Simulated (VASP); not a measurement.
A run of VASP 6.6.1:

INCAR

```
  ALGO = Normal
  EDIFF = 1E-6
  ENCUT = 1330
  GGA = CA
  GGA_COMPAT = False
  ISIF = 2
  ISMEAR = 0
  LASPH = True
  LCHARG = False
  LREAL = False
  LWAVE = False
  NBANDS = 16
  NELM = 120
  PREC = Accurate
  SIGMA = 0.1
```

The input KPOINTS:

```
k-points
0
Gamma
  8 8 8
```

The input POSCAR:

```
VN
1.0
    0.0000000000      2.0214115156      2.0214115156
    2.0214115156      0.0000000000      2.0214115156
    2.0214115156      2.0214115156      0.0000000000
V N
1 1
Direct
    0.0000000000      0.0000000000      0.0000000000
    0.5000000000      0.5000000000      0.5000000000
```

Potentials or basis: VASP PAW LDA potentials, release 64 (V_sv, N_h).

Command:

```console
$ cat potpaw_LDA.64/V_sv/POTCAR potpaw_LDA.64/N_h/POTCAR > POTCAR
$ mpirun -np 1 vasp_std > vasp.out
```

Hardware: 1 thread of AMD EPYC 7R43 64-Core Processor (Zen 3) (shared host).

Q: How long does it take, and how much memory?

A: It took 26 s on 1 thread of AMD EPYC 7R43 64-Core Processor (Zen 3) (shared host), peak memory 0.16 GiB. Counts: scf iterations 14, k points 29.
